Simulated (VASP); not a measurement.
# KBr (Fm-3m) in VASP: single point with LDA

Aim: the single point of KBr with LDA.

Program: VASP 6.6.1. These are calculated values, not measurements. Logs are shortened: lines on timing, memory, paths and dates and some standing lists are left out, and cuts for length are marked.

### 1 The cell of the first run

Symmetry: Fm-3m, No. 225, cubic system. The conventional cell has a = 6.585 Å, b = 6.585 Å, c = 6.585 Å, α = 90.00°, β = 90.00°, γ = 90.00°. K (site symmetry m-3m) has 6 Br at 3.29 Å within 4.3 Å. Within 4.3 Å of Br (site symmetry m-3m) lie 6 K at 3.29 Å.

### 2 Single point, LDA

INCAR

```
  ALGO = Normal
  EDIFF = 1E-6
  ENCUT = 520
  GGA = CA
  ISIF = 2
  ISMEAR = 0
  LASPH = True
  LCHARG = False
  LREAL = False
  LWAVE = False
  NBANDS = 15
  NELM = 100
  PREC = Accurate
  SIGMA = 0.05
```

KPOINTS

```
k-points
0
Gamma
  6 6 6
```

POSCAR

```
KBr
1.0
    0.0000000000      3.2925000000      3.2925000000
    3.2925000000      0.0000000000      3.2925000000
    3.2925000000      3.2925000000      0.0000000000
K Br
1 1
Direct
    0.0000000000      0.0000000000      0.0000000000
    0.5000000000      0.5000000000      0.5000000000
```

Potentials or basis: VASP PAW LDA potentials, release 64 (K_sv, Br).

Started as:

```
> cat potpaw_LDA.64/K_sv/POTCAR potpaw_LDA.64/Br/POTCAR > POTCAR
> mpirun -np 1 vasp_std > vasp.out
```

OUTCAR:

```text
EDIFF = 1E-6
   ENCUT = 520
   GGA = CA
   ISIF = 2
   ISMEAR = 0
   LASPH = True
   LREAL = False
   NELM = 100
   PREC = Accurate

 ion  position               nearest neighbor table
   1  0.000  0.000  0.000-   2 3.29   2 3.29   2 3.29   2 3.29   2 3.29   2 3.29
   2  0.500  0.500  0.500-   1 3.29   1 3.29   1 3.29   1 3.29   1 3.29   1 3.29

  LATTYP: Found a face centered cubic cell.
 ALAT       =     6.5850000000

  Lattice vectors:

 A1 = (   0.0000000000,   3.2925000000,   3.2925000000)
 A2 = (   3.2925000000,   0.0000000000,   3.2925000000)
 A3 = (   3.2925000000,   3.2925000000,   0.0000000000)

Analysis of symmetry for initial positions (statically):
=====================================================================
 Subroutine PRICEL returns:
 Original cell was already a primitive cell.

 Routine SETGRP: Setting up the symmetry group for a
 face centered cubic supercell.

 Subroutine GETGRP returns: Found 48 space group operations
 (whereof 48 operations were pure point group operations)
 out of a pool of 48 trial point group operations.

The static configuration has the point symmetry O_h .

Analysis of symmetry for dynamics (positions and initial velocities):
=====================================================================
 Subroutine PRICEL returns:
 Original cell was already a primitive cell.

 Routine SETGRP: Setting up the symmetry group for a
 face centered cubic supercell.

 Subroutine GETGRP returns: Found 48 space group operations
 (whereof 48 operations were pure point group operations)
 out of a pool of 48 trial point group operations.

The dynamic configuration has the point symmetry O_h .

 Subroutine INISYM returns: Found 48 space group operations
 (whereof 48 operations are pure point group operations),
 and found     1 'primitive' translations

----------------------------------------------------------------------------------------

                                     Primitive cell

  volume of cell :      71.3851

  direct lattice vectors                    reciprocal lattice vectors
     0.000000000  3.292500000  3.292500000    -0.151860289  0.151860289  0.151860289
     3.292500000  0.000000000  3.292500000     0.151860289 -0.151860289  0.151860289
     3.292500000  3.292500000  0.000000000     0.151860289  0.151860289 -0.151860289

  length of vectors
     4.656298154  4.656298154  4.656298154     0.263029735  0.263029735  0.263029735

  position of ions in fractional coordinates (direct lattice)
     0.000000000  0.000000000  0.000000000
     0.500000000  0.500000000  0.500000000

  ion indices of the primitive-cell ions
   primitive index   ion index
                 1           1
                 2           2

----------------------------------------------------------------------------------------

 KPOINTS: k-points

Automatic generation of k-mesh.
 Grid dimensions read from file:
 generate k-points for:    6    6    6

 Generating k-lattice:

  Cartesian coordinates                     Fractional coordinates (reciprocal lattice)
    -0.025310048  0.025310048  0.025310048     0.166666667  0.000000000  0.000000000
     0.025310048 -0.025310048  0.025310048     0.000000000  0.166666667  0.000000000
     0.025310048  0.025310048 -0.025310048     0.000000000  0.000000000  0.166666667

  Length of vectors
     0.043838289  0.043838289  0.043838289

  Shift w.r.t. Gamma in fractional coordinates (k-lattice)
     0.000000000  0.000000000  0.000000000

 Subroutine IBZKPT returns following result:
 ===========================================

 Found     16 irreducible k-points:

 Following reciprocal coordinates:
            Coordinates               Weight
  0.000000  0.000000  0.000000      1.000000
  0.166667  0.000000  0.000000      8.000000
  0.333333  0.000000  0.000000      8.000000
  0.500000  0.000000  0.000000      4.000000
  0.166667  0.166667  0.000000      6.000000
  0.333333  0.166667  0.000000     24.000000
[... 8 lines left out ...]
 -0.333333  0.333333  0.166667     24.000000
 -0.333333  0.500000  0.166667     12.000000
   k-points           NKPTS =     16   k-points in BZ     NKDIM =     16   number of bands    NBANDS=     15
   number of dos      NEDOS =    301   number of ions     NIONS =      2
   total plane-waves  NPLWV =  46656
   dimension x,y,z NGX =    36 NGY =   36 NGZ =   36
   dimension x,y,z NGXF=    72 NGYF=   72 NGZF=   72
   ions per type =               1   1
   NGX,Y,Z   is equivalent  to a cutoff of  12.85, 12.85, 12.85 a.u.
   NGXF,Y,Z  is equivalent  to a cutoff of  25.71, 25.71, 25.71 a.u.
 SYSTEM =  unknown system
   PREC   = accura    normal or accurate (medium, high low for compatibility)
   ISTART =      0    job   : 0-new  1-cont  2-samecut
   ICHARG =      2    charge: 1-file 2-atom 10-const
   ISPIN  =      1    spin polarized calculation?
   LNONCOLLINEAR =      F non collinear calculations
   LSORBIT =      F    spin-orbit coupling
   LASPH  =      T    aspherical Exc in radial PAW
   ENCUT  =  520.0 eV  38.22 Ry    6.18 a.u.   8.66  8.66  8.66*2*pi/ulx,y,z
   NELM   =    100;   NELMIN=  2; NELMDL= -5     # of ELM steps
   EDIFF  = 0.1E-05   stopping-criterion for ELM
   LREAL  =      F    real-space projection
   EDIFFG = 0.1E-04   stopping-criterion for IOM
   NSW    =      0    number of steps for IOM
   IBRION =     -1    ionic relax: 0-MD 1-quasi-New 2-CG
   NFREE  =      0    steps in history (QN), initial steepest desc. (CG)
   ISIF   =      2    stress and relaxation
   ISYM   =      2    0-nonsym 1-usesym 2-fastsym
   POTIM  = 0.5000    time-step for ionic-motion
   TEBEG  =    0.0;   TEEND  =   0.0 temperature during run
   PSTRESS=    0.0 pullay stress
   NELECT =      16.0000    total number of electrons
   NUPDOWN=      -1.0000    fix difference up-down
   EMIN   =  10.00;   EMAX   =-10.00  energy-range for DOS
   EFERMI =   0.00;   METHOD = LEGACY
   ISMEAR =     0;   SIGMA  =   0.05  broadening in eV -4-tet -1-fermi 0-gaus
   EFERMI_NEDOS =   21; number of points for ismear=-14 and -15
   IALGO  =     38    algorithm
   IMIX   =      4    mixing-type and parameters
     AMIX     =   0.40;   BMIX     =  1.00
     AMIX_MAG =   1.60;   BMIX_MAG =  1.00
  volume/ion in A,a.u.               =      35.69       240.87
  Fermi-wavevector in a.u.,A,eV,Ry     =   0.994441  1.879221 13.454978  0.988913
  Thomas-Fermi vector in A             =   2.126392
   LORBIT       =      0    0 simple, 1 ext, 2 COOP (PROOUT), +10 PAW based schemes
   GGA     = CA    functional components
   LHFCALC =     F    Hartree Fock is set to
   AEXX    =    0.0000 exact exchange contribution
   IVDW    =     0    specifies the selected vdW correction
   LEPSILON=     F    determine dielectric tensor
   LRPA    =     F    only Hartree local field effects (RPA)
 non-spin polarized calculation
 Gauss-broadening in eV      SIGMA  =   0.05
  energy-cutoff  :      520.00
  volume of cell :       71.39
 maximum number of plane-waves:      1948
 NGX is ok and might be reduce to    36
   NGX = 17   NGY = 17   NGZ = 17

 number of electron      15.9999998 magnetization

 Free energy of the ion-electron system (eV)
  ---------------------------------------------------
  ext. energy  EPLUGINS =         0.00000000
  ---------------------------------------------------
  free energy    TOTEN  =        -6.80205315 eV

  energy without entropy =       -6.80205315  energy(sigma->0) =       -6.80205315

 E-fermi :  -1.6015     XC(G=0):  -7.9136

 val. band max:       -1.8857026288   @ k =   0.0000   0.0000   0.0000
 cond. band min:       2.1698527340   @ k =   0.0000   0.0000   0.0000
 fundamental gap:      4.0555553628
 Fermi energy:        -1.6014554859

 k-point     1 :       0.0000    0.0000    0.0000
  band No.  band energies     occupation
      1     -29.2803      2.00000
      2     -14.2178      2.00000
      3     -12.9956      2.00000
      4     -12.9956      2.00000
      5     -12.9956      2.00000
      6      -1.8857      2.00000
      7      -1.8857      2.00000
      8      -1.8857      2.00000
      9       2.1699      0.00000
     10       5.4610      0.00000
     11       5.4610      0.00000
     12       5.4610      0.00000
     13       6.3390      0.00000
     14       6.3390      0.00000
     15       9.3228      0.00000

 k-point     2 :       0.1667    0.0000    0.0000
  band No.  band energies     occupation
      1     -29.2786      2.00000
      2     -14.2629      2.00000
      3     -12.9972      2.00000
      4     -12.9972      2.00000
      5     -12.9330      2.00000
      6      -2.2872      2.00000
      7      -1.9811      2.00000
      8      -1.9811      2.00000
      9       2.8551      0.00000
     10       5.3032      0.00000
     11       5.7911      0.00000
     12       5.7911      0.00000
     13       6.7036      0.00000
     14       6.7036      0.00000
     15      10.2786      0.00000

 k-point     3 :       0.3333    0.0000    0.0000
  band No.  band energies     occupation
      1     -29.2754      2.00000
      2     -14.3424      2.00000
      3     -13.0003      2.00000
      4     -13.0003      2.00000
      5     -12.8174      2.00000
      6      -2.8981      2.00000
      7      -2.1593      2.00000
      8      -2.1593      2.00000
      9       3.9815      0.00000
     10       5.5506      0.00000
     11       6.6732      0.00000
     12       6.6732      0.00000
     13       7.6109      0.00000
     14       7.6109      0.00000
     15       9.3848      0.00000
[... 199 lines left out ...]
 k-point    15 :      -0.3333    0.3333    0.1667
  band No.  band energies     occupation
      1     -29.2723      2.00000
      2     -14.2532      2.00000
      3     -13.0509      2.00000
      4     -13.0366      2.00000
      5     -12.8807      2.00000
      6      -2.7711      2.00000
      7      -2.4483      2.00000
      8      -2.3082      2.00000
      9       5.0217      0.00000
     10       5.4165      0.00000
     11       6.3976      0.00000
     12       7.0315      0.00000
     13       8.2479      0.00000
     14       8.5628      0.00000
     15       8.9979      0.00000

 k-point    16 :      -0.3333    0.5000    0.1667
  band No.  band energies     occupation
      1     -29.2718      2.00000
      2     -14.1838      2.00000
      3     -13.0825      2.00000
      4     -13.0515      2.00000
      5     -12.9386      2.00000
      6      -2.6370      2.00000
      7      -2.3952      2.00000
      8      -2.3622      2.00000
      9       4.4103      0.00000
     10       5.7451      0.00000
     11       6.1249      0.00000
     12       7.1273      0.00000
     13       7.9491      0.00000
     14       8.7512      0.00000
     15       9.2145      0.00000

------------------------ aborting loop because EDIFF is reached ----------------------------------------

  FORCE on cell =-STRESS in cart. coord.  units (eV):
  Direction    XX          YY          ZZ          XY          YZ          ZX
  --------------------------------------------------------------------------------------
  -------------------------------------------------------------------------------------
  Total       -0.6791204     -0.6791204     -0.6791204      0.0000000      0.0000000     -0.0000000
  in kB      -15.2422837    -15.2422837    -15.2422837      0.0000000      0.0000000     -0.0000000
  external PRESSURE =     -15.2422837 kB  Pullay stress =       0.0000000 kB

 VOLUME and BASIS-vectors are now :
 -----------------------------------------------------------------------------
  energy-cutoff  :      520.00
  volume of cell :       71.39
      direct lattice vectors                 reciprocal lattice vectors
     0.000000000  3.292500000  3.292500000    -0.151860289  0.151860289  0.151860289
     3.292500000  0.000000000  3.292500000     0.151860289 -0.151860289  0.151860289
     3.292500000  3.292500000  0.000000000     0.151860289  0.151860289 -0.151860289

 POSITION                                       TOTAL-FORCE (eV/Angst)
 -----------------------------------------------------------------------------------
      0.00000      0.00000      0.00000         0.000000     -0.000000     -0.000000
      3.29250      3.29250      3.29250        -0.000000      0.000000      0.000000
 -----------------------------------------------------------------------------------
    total drift:                                0.000000      0.000000      0.000000

  FREE ENERGIE OF THE ION-ELECTRON SYSTEM (eV)
  ---------------------------------------------------
  free  energy   TOTEN  =        -6.8020531480 eV

  energy  without entropy=       -6.8020531480  energy(sigma->0) =       -6.80205315
```

It took 5.6 s on 1 thread of Intel Xeon 6975P-C (Granite Rapids), shared host; peak memory 0.17 GiB.

Results:

| Quantity | Value |
| --- | --- |
| Free energy | -6.8021 eV |
| Pressure | -1.5 GPa |
| Band gap on the k mesh | 4.06 eV, direct |

A hybrid or GW would open this gap; LDA tends to underestimate it.
